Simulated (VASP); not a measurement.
A run of VASP 6.6.1 is set up as follows.

The input INCAR:

```
SYSTEM = Be3OsC2
  ALGO = Normal
  EDIFF = 1E-6
  EDIFFG = -0.01
  ENCUT = 600
  GGA = PE
  IBRION = 2
  ISIF = 3
  ISMEAR = 0
  LASPH = .True.
  LCHARG = .False.
  LREAL = .False.
  LWAVE = .False.
  NELM = 80
  NSW = 100
  PREC = Accurate
  SIGMA = 0.1
```

The input KPOINTS:

```
k-points
0
Gamma
  12 12 8
  0 0 0
```

The input POSCAR:

```
Be3OsC2
1.0
    4.5905420373      0.0000000000      0.0000000000
   -2.2952710186      3.9755260214      0.0000000000
    0.0000000000      0.0000000000      5.1619747605
Be Os C
3 1 2
Direct
    0.5000000000      0.0000000000      0.5000000000
    0.0000000000      0.5000000000      0.5000000000
    0.5000000000      0.5000000000      0.5000000000
    0.0000000000      0.0000000000      0.5000000000
    0.0000000000      0.0000000000      0.1266001547
    0.0000000000      0.0000000000      0.8733998453
```

Potentials or basis: VASP PAW PBE potentials, release 64 (Be, Os, C).

Command:

```sh
$ cat potpaw_PBE.64/Be/POTCAR potpaw_PBE.64/Os/POTCAR potpaw_PBE.64/C/POTCAR > POTCAR
$ mpirun -np 1 vasp_std > vasp.out
```

**Question.** Estimate the space group after relaxing (to 0.1 Å).

**Answer.** P6/mmm (No. 191).

**Question.** Estimate the band gap on the k mesh.

**Answer.** Zero (bands 11 and 12 overlap by 1.53 eV).

**Question.** What does it give for the relaxed volume?

**Answer.** 15.74 Å³/atom.

**Question.** Predict the relaxed cell.

**Answer.** a = 4.591 Å, b = 4.591 Å, c = 5.173 Å, α = 90.00°, β = 90.00°, γ = 120.00°.

Step by step:
| step | energy change (eV) | largest force (eV/Å) | pressure (GPa) | volume (Å³) |
| --- | --- | --- | --- | --- |
| 1 | 0.0000 | 0.1792 | 0.39 | 94.21 |
| 2 | 0.0044 | 0.7275 | -0.33 | 94.73 |
| 3 | -0.0008 | 0.0819 | 0.17 | 94.36 |
| 4 | 0.0001 | 0.2240 | -0.46 | 94.65 |
| 5 | -0.0010 | 0.0005 | 0.01 | 94.43 |

Caveat: spin-orbit coupling is left out, which moves the levels of the heavy elements.
